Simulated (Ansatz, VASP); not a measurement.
**Two plane-wave programs on CO**

```
C O
1.0
     5.76378    0.00000    0.00000
     0.00000    5.76378    0.00000
     0.00000    0.00000    5.76378
C O
4 4
Direct
  0.96395 0.96395 0.96395
  0.53605 0.03605 0.46395
  0.46395 0.53605 0.03605
  0.03605 0.46395 0.53605
  0.07761 0.07761 0.07761
  0.42239 0.92239 0.57761
  0.57761 0.42239 0.92239
  0.92239 0.57761 0.42239
```

Alike in both runs: functional PBE; k mesh 4 × 4 × 4; occupations gaussian, width 0.1 eV; no spin polarisation.

Ansatz relaxed the structure, and its values are those at the end. VASP's run is a single point on that final structure, the one shown.

|  | VASP | Ansatz |
| --- | --- | --- |
| version | VASP 6.6.1 | Ansatz 0.2.0 |
| potentials or method | VASP PAW PBE potentials, release 64 (C, O), cutoff 600 eV | scalar-relativistic, plane waves, PAW |
| valence electrons in the cell | 40 | 40 |

|  | VASP | Ansatz | Ansatz less VASP |
| --- | --- | --- | --- |
| gap on the k mesh at the Fermi level (eV) | 6.11 | 6.11 | +0.002 |
| least direct gap on the mesh (eV) | 6.11 | 6.11 | +0.002 |
| pressure (GPa) | 1.3 | 0.4 | -0.93 |
| rms of the force components (eV/Å) | 0.532 | 0.006 | -0.5255 |

One of these differences is far larger than is usual between the two programs; its cause wasn't traced.

Noted on VASP's run: the standard files for N, O and F lose accuracy on very short bonds.
